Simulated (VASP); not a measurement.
A run of VASP 6.6.1:

File INCAR:

```
SYSTEM = AlCo
ALGO = Fast ; EDIFF = 1E-6
ENCUT = 520 ; GGA = PE
ISIF = 2 ; ISMEAR = -1
ISPIN = 2 ; LASPH = .True.
LCHARG = .False. ; LMAXMIX = 4
LORBIT = 11 ; LREAL = .False.
LWAVE = .False. ; MAGMOM = 2 0
NBANDS = 17 ; NELM = 150
PREC = Accurate ; SIGMA = 0.05
```

Contents of KPOINTS:

```
k-points
0
Gamma
  9 9 9
  0 0 0
```

Contents of POSCAR:

```
AlCo
1.0
    2.8194032100      0.0000000000      0.0000000000
    0.0000000000      2.8194032100      0.0000000000
    0.0000000000      0.0000000000      2.8194032100
Co Al
1 1
Direct
    0.5188250000      0.4935050000      0.4987670000
   -0.0089450000     -0.0064180000     -0.0021340000
```

Potentials or basis: VASP PAW PBE potentials, release 64 (Co, Al).

Launch:

```bash
$ cat potpaw_PBE.64/Co/POTCAR potpaw_PBE.64/Al/POTCAR > POTCAR
$ mpirun -np 1 vasp_std > vasp.out
```

Hardware: 1 thread of Intel(R) Xeon(R) Platinum 8375C CPU @ 2.90GHz (Ice Lake) (shared host).

Problem. Estimate the wall time of this run.

Solution. Wall time 2.5 min on 1 thread of Intel(R) Xeon(R) Platinum 8375C CPU @ 2.90GHz (Ice Lake), with other jobs on the host, peak memory 0.32 GiB. Counts: scf iterations 15, k points 365.
